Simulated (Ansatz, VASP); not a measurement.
## Two plane-wave programs on AgBr

File INCAR:

```
SYSTEM = AgBr
PREC     = Accurate       ! precision mode
ENCUT    = 500            ! plane-wave cutoff, eV
EDIFF    = 1E-6           ! SCF threshold, eV
ISMEAR   = 0              ! smearing method
SIGMA    = 0.01           ! smearing width, eV
LREAL    = .FALSE.        ! projectors in reciprocal space
LASPH    = .TRUE.         ! aspherical terms in the spheres
NELM     = 120            ! most SCF steps
ALGO     = Normal         ! electronic algorithm
ISIF     = 2              ! what is computed and relaxed
LWAVE    = .FALSE.        ! write WAVECAR
LCHARG   = .FALSE.        ! write CHGCAR
GGA      = PE             ! functional
NBANDS   = 16             ! bands
GGA_COMPAT= .FALSE.
```

KPOINTS

```
regular mesh
0
G
  5 5 5
  0 0 0
```

Contents of POSCAR:

```
AgBr
1.0
    4.0590050000      0.0000000000      0.0000000000
    2.0295025000      3.5152014441      0.0000000000
    2.0295025000      1.1717338147      3.3141637045
Ag Br
1 1
Direct
    0.0000000000      0.0000000000      0.0000000000
    0.5000000000      0.5000000000      0.5000000000
```

Input for Ansatz:

```yaml
crystal:
  lattice:
    - [4.059005, 0.0, 0.0]
    - [2.0295025000000004, 3.515201444088055, 0.0]
    - [2.0295025000000004, 1.1717338146960186, 3.314163704468544]
  atoms:
    - { symbol: Ag, position: [0.0, 0.0, 0.0] }
    - { symbol: Br, position: [0.5000000000000001, 0.49999999999999994, 0.5] }
accuracy: low
basis:
  ecutwfc: 530.0
  xc_grid: 3
kpoints:
  mp_grid:
    grid: [5, 5, 5]
hamiltonian:
  xc: pbe
scf:
  max_iter: 200
  n_extra_bands: 2
  occupations:
    method: fixed
output:
  forces: true
  stress: true
```

Alike in both runs: task single point; functional PBE; k mesh 5 × 5 × 5; no spin polarisation.

|  | VASP | Ansatz |
| --- | --- | --- |
| version | VASP 6.6.1 | Ansatz 0.2.0 |
| potentials or method | VASP PAW PBE potentials, release 64 (Ag, Br), cutoff 500 eV | plane waves, PAW |
| occupations | gaussian, width 0.01 eV | fixed |
| valence electrons in the cell | 18 | 26 |

Ansatz gave:

* pressure (GPa): 2.4

Q: What did VASP give for the same quantities?

A: Pressure (GPa): 2.3.

VASP's potentials hold 18 valence electrons a cell and Ansatz's 26, so a difference there can come from the potentials and not from the codes.
